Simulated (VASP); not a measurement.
Runs of VASP 6.6.1 on LiF. The structure is that of space group Fm-3m (No. 225), or close to it. The cells are those of the table. 

```tsv
task	level	potentials or basis	cell	k mesh	cutoff (eV)	smearing	second run	grid for exact exchange (PRECFOCK)	screening parameter	gap on the mesh (eV)	pressure (GPa)	relaxed volume (Å³/atom)
single point	PBE	VASP PAW PBE potentials, release 64 (Li_sv, F)	a = 2.821 Å, angles 60.0°, 2 atoms	10 × 10 × 10	520	fermi-dirac 0.02 eV	-	-	-	9.35	-	-
relaxation of cell and atoms	PBEsol	VASP PAW PBE potentials, release 64 (Li_sv, F)	relaxed from a = 2.877 Å, angles 60.0°, 2 atoms	10 × 10 × 10	600	fermi-dirac 0.02 eV	-	-	-	9.13	0.0	7.98
relaxation of cell and atoms	PBE	VASP PAW PBE potentials, release 64 (Li_sv, F_h)	relaxed from a = 2.887 Å, angles 60.0°, 2 atoms	10 × 10 × 10	910	fermi-dirac 0.02 eV	hard_potentials	-	-	8.92	0.0	8.32
dielectric tensor	PBE	VASP PAW PBE potentials, release 64 (Li_sv, F)	a = 2.821 Å, angles 60.0°, 2 atoms	10 × 10 × 10	520	gaussian 0.01 eV	-	-	-	9.35	-	-
single point	r2SCAN	VASP PAW PBE potentials, release 64 (Li_sv, F)	a = 2.821 Å, angles 60.0°, 2 atoms	10 × 10 × 10	520	gaussian 0.01 eV	-	-	-	10.55	-	-
single point	PBE	VASP PAW PBE potentials, release 64 (Li_sv, F)	a = 2.821 Å, angles 60.0°, 2 atoms	6 × 6 × 6	520	gaussian 0.01 eV	-	-	-	9.35	-	-
single point	LDA	VASP PAW LDA potentials, release 64 (Li_sv, F)	a = 2.821 Å, angles 60.0°, 2 atoms	10 × 10 × 10	520	gaussian 0.01 eV	-	-	-	(c)	-	-
relaxation of cell and atoms	PBE	VASP PAW PBE potentials, release 64 (Li_sv, F)	relaxed from a = 2.887 Å, angles 60.0°, 2 atoms	10 × 10 × 10	600	fermi-dirac 0.02 eV	-	-	-	8.94	0.1	(a)
dielectric tensor	r2SCAN	VASP PAW PBE potentials, release 64 (Li_sv, F)	a = 2.821 Å, angles 60.0°, 2 atoms	10 × 10 × 10	520	gaussian 0.01 eV	-	-	-	10.55	-	-
relaxation of cell and atoms	r2SCAN	VASP PAW PBE potentials, release 64 (Li_sv, F)	relaxed from a = 2.877 Å, angles 60.0°, 2 atoms	10 × 10 × 10	600	fermi-dirac 0.02 eV	-	-	-	(b)	0.0	7.84
single point	HSE06	VASP PAW PBE potentials, release 64 (Li_sv, F)	a = 2.836 Å, angles 60.0°, 2 atoms	6 × 6 × 6	520	fermi-dirac 0.02 eV	-	Normal	0.2079 1/Å	11.51	-	-
```

Alike in all rows: no spin polarisation.

**Question.** Estimate the missing entries.

**Answer.** (a) 8.31; (b) 10.68; (c) 9.10.

Caveats: some runs use coarse meshes; the cutoff is under 1.25 times the usual one of these potentials, so pressure, stress and relaxed cells hold a basis-set (Pulay) error; the PAW data sets were made with another functional, which shifts forces and pressure a little (some runs).

A k mesh can miss the band edges.
